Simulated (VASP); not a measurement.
Crystal: Ni.

```
CELL_PARAMETERS angstrom
2.49176 0.00000 0.00000
0.00000 2.49176 0.00000
0.00000 0.00000 3.52388
ATOMIC_POSITIONS crystal
Ni 0.00000 0.00000 0.00000
Ni 0.50000 0.50000 0.50000
```

- Program: VASP 6.6.1
- Task: relaxation of cell and atoms
- Functional: LDA
- Potentials or basis: VASP PAW LDA potentials, release 64 (Ni)
- Cutoff: 600 eV
- k mesh: 13 × 13 × 9
- Occupations: fermi-dirac, width 0.05 eV
- Spin: collinear spin, antiferromagnetic start
- Starting moments: [0.8, -0.8] μB

At the start: pressure -18.7 GPa; volume 10.94 Å³/atom.

Problem. How do energy, volume and symmetry change on relaxing?

Solution. Over 4 steps the energy falls by 61.0 meV/atom and the volume is 9.98 Å³/atom (-8.7 %); space group Fm-3m (No. 225, to 0.1 Å) before and after; moment 0.00 μB per cell.

The path:
| step | energy change (eV) | largest force (eV/Å) | pressure (GPa) | volume (Å³) |
| --- | --- | --- | --- | --- |
| 1 | 0.0000 | 0.0000 | -18.69 | 21.88 |
| 2 | 0.0507 | 0.0000 | 32.31 | 18.08 |
| 3 | -0.1219 | 0.0000 | -0.56 | 20.01 |
| 4 | -0.1220 | 0.0000 | 0.02 | 19.97 |

Final structure:
```
CELL_PARAMETERS angstrom
2.41681 0.00000 0.00000
0.00000 2.41681 0.00000
0.00000 0.00000 3.41867
ATOMIC_POSITIONS crystal
Ni 0.00000 0.00000 0.00000
Ni 0.50000 0.50000 0.50000
```
